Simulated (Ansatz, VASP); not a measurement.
One calculation of Cu, two programs

The input INCAR:

```
SYSTEM = Cu
PREC = Accurate
ENCUT = 520
EDIFF = 1E-7
ISMEAR = 0
SIGMA = 0.15
LREAL = .False.
LASPH = .True.
NELM = 100
ALGO = Fast
ISIF = 2
LWAVE = .False.
LCHARG = .False.
GGA = PE
NBANDS = 18
```

The input KPOINTS:

```
Automatic mesh
0
Gamma
  18 18 18
  0 0 0
```

Contents of POSCAR:

```
Cu
1.0
    1.1023907521     -3.5874885660      0.0000000000
    1.1023907521      3.5874885660      0.0000000000
    0.0000000000      0.0000000000      2.5142119659
Cu
2
Direct
    0.1340351705      0.8659648295      0.2500000000
    0.8659648295      0.1340351705      0.7500000000
```

Input for Ansatz:

```yaml
crystal:
  lattice:
    - [1.1023907521, -3.587488566, 0.0]
    - [1.1023907521, 3.587488566, 0.0]
    - [0.0, 0.0, 2.5142119659]
  atoms:
    - { symbol: Cu, position: [0.1340351705, 0.8659648295, 0.25] }
    - { symbol: Cu, position: [0.8659648295, 0.1340351705, 0.75] }
basis:
  ecutwfc: 520.0
kpoints:
  mp_grid: { grid: [18, 18, 18] }
hamiltonian:
  xc: pbe
  pseudopotentials: { kind: paw, azcp: { folder: soft_1 } }
scf:
  occupations: { method: gaussian, width: 0.15 }
output:
  forces: true
  stress: true
  eigenvalues: true
```

Change from the starting cell: normal strain along x -0.1100, normal strain along y -0.1100.

Alike in both runs: task single point; functional PBE; k mesh 18 × 18 × 18; occupations gaussian, width 0.15 eV; no spin polarisation.

```csv
,VASP,Ansatz
version,VASP 6.6.1,Ansatz 0.2.0
potentials or method,"VASP PAW PBE potentials, release 64 (Cu), cutoff 520 eV","scalar-relativistic, plane waves, PAW"
valence electrons in the cell,22,38
```

|  | VASP | Ansatz | Ansatz less VASP |
| --- | --- | --- | --- |
| gap on the k mesh at the Fermi level (eV) | none | none | - |
| pressure (GPa) | 57.3 | 56.2 | -1.15 |
| traceless stress, the component that is largest in VASP (GPa) | -21.55 | -21.65 | -0.103 |
| rms of the force components (eV/Å) | 0.280 | 0.273 | -0.0078 |

Atom by atom the forces differ by 0.008 eV/Å (rms over components). A gap of «none» marks a metal or a gap that the smearing closes. Both programs put the cell under a high pressure, so it lies far from rest at this level. The functional is the same, so the differences come from potentials, cutoffs and numerics. VASP's potentials hold 22 valence electrons a cell and Ansatz's 38, so a difference there can come from the potentials and not from the codes.
